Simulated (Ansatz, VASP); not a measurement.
One calculation of PbSe, two programs

File INCAR:

```
SYSTEM = PbSe
PREC = Accurate
ENCUT = 520
EDIFF = 1E-6
ISMEAR = 0
SIGMA = 0.1
LREAL = .False.
LASPH = .True.
NELM = 60
ALGO = Normal
ISIF = 2
LWAVE = .False.
LCHARG = .False.
GGA = PS
NBANDS = 17
```

The input KPOINTS:

```
regular mesh
0
Gamma
  12 12 12
  0 0 0
```

File POSCAR:

```
PbSe
1.0
    3.9174166047      0.0000000000      0.0000000000
    0.0000000000      3.9174166047      0.0000000000
    0.0000000000      0.0000000000      3.9174166047
Pb Se
1 1
Direct
    0.0000000000      0.0000000000      0.0000000000
    0.5000000000      0.5000000000      0.5000000000
```

Input for Ansatz:

```yaml
crystal:
  lattice:
    - [3.9174166047, 0.0, 0.0]
    - [0.0, 3.9174166047, 0.0]
    - [0.0, 0.0, 3.9174166047]
  atoms:
    - { symbol: Pb, position: [0.0, 0.0, 0.0] }
    - { symbol: Se, position: [0.5, 0.5, 0.5] }
basis:
  ecutwfc: 420
kpoints:
  mp_grid: { grid: [12, 12, 12] }
hamiltonian:
  xc: pbesol
scf:
  occupations: { method: gaussian, width: 0.1 }
output:
  forces: true
  stress: true
  eigenvalues: true
  write_density: true
  write_potential: true
  elf: true
  volumetric_format: npy
```

Alike in both runs: task single point; functional PBEsol; k mesh 12 × 12 × 12; occupations gaussian, width 0.1 eV; no spin polarisation.

```csv
,VASP,Ansatz
version,VASP 6.6.1,Ansatz 0.2.0
potentials or method,"VASP PAW PBE potentials, release 64 (Pb_d, Se), cutoff 520 eV","scalar-relativistic, plane waves, PAW"
valence electrons in the cell,20,30
```

```csv
,VASP,Ansatz,Ansatz less VASP
gap on the k mesh at the Fermi level (eV),none,none,-
pressure (GPa),-6.6,-6.6,+0.02
```

VASP's potentials were made for PBE, not for PBEsol. A gap of «none» marks a metal or a gap that the smearing closes. VASP's potentials hold 20 valence electrons a cell and Ansatz's 30, so a difference there can come from the potentials and not from the codes.

Spin-orbit coupling is off throughout.
